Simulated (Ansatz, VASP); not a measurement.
Two plane-wave programs on LiH

File INCAR:

```
SYSTEM = LiH
  ALGO = Normal
  EDIFF = 1E-7
  ENCUT = 520
  GGA = PE
  ISIF = 2
  ISMEAR = 0
  LASPH = .True.
  LCHARG = .False.
  LREAL = .False.
  LWAVE = .False.
  NBANDS = 9
  NELM = 60
  PREC = Accurate
  SIGMA = 0.05
```

KPOINTS

```
k-points
0
Gamma
  10 10 10
  0 0 0
```

File POSCAR:

```
LiH
1.0
    0.0000000000      2.1138000000      2.0325000000
    2.1138000000      0.0000000000      2.0325000000
    2.1138000000      2.1138000000      0.0000000000
Li H
1 1
Direct
    0.0000000000      0.0000000000      0.0000000000
    0.5000000000      0.5000000000      0.5000000000
```

Input for Ansatz:

```yaml
crystal:
  lattice:
    - [0.0, 2.1138, 2.0325]
    - [2.1138, 0.0, 2.0325]
    - [2.1138, 2.1138, 0.0]
  atoms:
    - { symbol: Li, position: [0.0, 0.0, 0.0] }
    - { symbol: H, position: [0.5, 0.5, 0.5] }
basis:
  ecutwfc: 420
kpoints:
  mp_grid: { grid: [10, 10, 10] }
hamiltonian:
  xc: pbe
scf:
  occupations: { method: gaussian, width: 0.05 }
output:
  forces: true
  stress: true
  eigenvalues: true
```

Change from the starting cell: strain +0.040 along x and y, +0.000 along z, atoms carried along.

Alike in both runs: task single point; functional PBE; k mesh 10 × 10 × 10; occupations gaussian, width 0.05 eV; no spin polarisation.

|  | VASP | Ansatz |
| --- | --- | --- |
| version | VASP 6.6.1 | Ansatz 0.2.0 |
| potentials or method | VASP PAW PBE potentials, release 64 (Li_sv, H), cutoff 520 eV | scalar-relativistic, plane waves, PAW |
| valence electrons in the cell | 4 | 4 |

VASP gave:

```
gap on the k mesh at the Fermi level (eV) : 2.71
least direct gap on the mesh (eV)         : 2.99
```

Question: Which values does Ansatz return?

Answer: gap on the k mesh at the Fermi level (eV): 2.72; least direct gap on the mesh (eV): 3.00.

Noted on VASP's run: the cutoff is short for stress, so the pressure is rough.
